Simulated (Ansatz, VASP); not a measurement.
One calculation of MnO, two programs

File INCAR:

```
PREC = Accurate
ENCUT = 520
EDIFF = 1E-6
ISMEAR = 0
SIGMA = 0.018000000000000002
LREAL = False
LASPH = True
NELM = 150
ALGO = Normal
ISIF = 2
LWAVE = False
LCHARG = True
ISPIN = 2
MAGMOM = 4 0
LORBIT = 11
LMAXMIX = 4
GGA = PE
LELF = True
LVHAR = True
NBANDS = 20
```

Contents of KPOINTS:

```
Automatic mesh
0
Gamma
  10 10 10
```

File POSCAR:

```
MnO
1.0
    0.0000000000      2.2239077028      2.2239077028
    2.2239077028      0.0000000000      2.2239077028
    2.2239077028      2.2239077028      0.0000000000
Mn O
1 1
Direct
    0.0000000000      0.0000000000      0.0000000000
    0.5000000000      0.5000000000      0.5000000000
```

Contents of input.yaml:

```yaml
crystal:
  lattice:
    - [0.0, 2.2239077028, 2.2239077028]
    - [2.2239077028, 0.0, 2.2239077028]
    - [2.2239077028, 2.2239077028, 0.0]
  atoms:
    - { symbol: Mn, position: [0.0, 0.0, 0.0], spin: 4.0 }
    - { symbol: O, position: [0.5, 0.5, 0.5] }
kpoints:
  mp_grid: { grid: [10, 10, 10] }
scf:
  occupations: { method: gaussian, width: 0.018 }
hamiltonian:
  xc: pbe
  pseudopotentials: { kind: all_electron, lapw: { basis_error: 0.001 } }
magnetization:
  spin_polarized: true
output:
  forces: true
  stress: true
  eigenvalues: true
```

Alike in both runs: task single point; functional PBE; k mesh 10 × 10 × 10; occupations gaussian, width 0.018 eV; collinear spin.

|  | VASP | Ansatz |
| --- | --- | --- |
| version | VASP 6.6.1 | Ansatz 0.2.0 |
| potentials or method | VASP PAW PBE potentials, release 64 (Mn_pv, O), cutoff 520 eV | all-electron LAPW, scalar-relativistic |

|  | VASP | Ansatz | Ansatz less VASP |
| --- | --- | --- | --- |
| gap on the k mesh at the Fermi level (eV) | none | none | - |
| pressure (GPa) | 0.4 | 0.2 | -0.14 |
| net moment per atom (μB) | 2.40 | 2.40 | 0.000 |
| size of the moment on the site where the two differ most (μB) | 0.21 | 0.24 | +0.031 |

Site moments also hang on the region over which each program counts them. A gap of «none» marks a metal or a gap that the smearing closes. Ansatz ran all-electron here, and VASP with PAW potentials.
